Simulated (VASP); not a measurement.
Input of a VASP 6.6.1 run:

File INCAR:

```
PREC = Accurate
ENCUT = 520
EDIFF = 1E-7
ISMEAR = 0
SIGMA = 0.1
LREAL = False
LASPH = True
NELM = 80
ALGO = Normal
ISIF = 2
LWAVE = False
LCHARG = False
LDIPOL = True
IDIPOL = 3
DIPOL = 0.5 0.5 0.325
GGA = PE
IBRION = 2
NSW = 36
EDIFFG = -0.025
KPAR = 4
```

Contents of KPOINTS:

```
regular mesh
0
Gamma
  6 6 1
```

POSCAR

```
Cu12O
1.0
    5.1332392722      0.0000000000      0.0000000000
   -2.5666196361      4.4455156134      0.0000000000
    0.0000000000      0.0000000000     19.6236279128
Cu O
12 1
Selective dynamics
Direct
    0.3333333333      0.1666666667      0.2038359073  F F F
    0.3333333333      0.6666666667      0.2038359073  F F F
    0.8333333333      0.1666666667      0.2038359073  F F F
    0.8333333333      0.6666666667      0.2038359073  F F F
    0.1666666667      0.3333333333      0.3089002473  F F F
    0.1666666667      0.8333333333      0.3089002473  F F F
    0.6666666667      0.3333333333      0.3089002473  F F F
    0.6666666667      0.8333333333      0.3089002473  F F F
    0.0000000000      0.0000000000      0.4139717665  F F F
    0.0000000000      0.5000000000      0.4139717665  F F F
    0.5000000000      0.0000000000      0.4139717665  F F F
    0.5000000000      0.5000000000      0.4139717665  F F F
    0.0000000000      0.0000000000      0.5148705406  F F T
```

Potentials or basis: VASP PAW PBE potentials, release 64 (Cu, O).

Run with:

```sh
$ cat potpaw_PBE.64/Cu/POTCAR potpaw_PBE.64/O/POTCAR > POTCAR
$ mpirun -np 4 vasp_std > vasp.out
```

**Question.** Predict the energy gained by relaxing.

**Answer.** 38.9 meV/atom.

**Question.** Predict the band gap on the k mesh.

**Answer.** Zero (bands 69 and 70 overlap by 0.65 eV).

Final structure:
```yaml
crystal:
  lattice:
    - [5.13324, 0.00000, 0.00000]
    - [-2.56662, 4.44552, 0.00000]
    - [0.00000, 0.00000, 19.62363]
  atoms:
    - { symbol: Cu, position: [0.33333, 0.16667, 0.20384] }
    - { symbol: Cu, position: [0.33333, 0.66667, 0.20384] }
    - { symbol: Cu, position: [0.83333, 0.16667, 0.20384] }
    - { symbol: Cu, position: [0.83333, 0.66667, 0.20384] }
    - { symbol: Cu, position: [0.16667, 0.33333, 0.30890] }
    - { symbol: Cu, position: [0.16667, 0.83333, 0.30890] }
    - { symbol: Cu, position: [0.66667, 0.33333, 0.30890] }
    - { symbol: Cu, position: [0.66667, 0.83333, 0.30890] }
    - { symbol: Cu, position: [0.00000, 0.00000, 0.41397] }
    - { symbol: Cu, position: [0.00000, 0.50000, 0.41397] }
    - { symbol: Cu, position: [0.50000, 0.00000, 0.41397] }
    - { symbol: Cu, position: [0.50000, 0.50000, 0.41397] }
    - { symbol: O, position: [0.00000, 0.00000, 0.50180] }
```

With open d or f shells a metallic result of PBE can be an artefact of self-interaction; +U or a hybrid may open a gap.
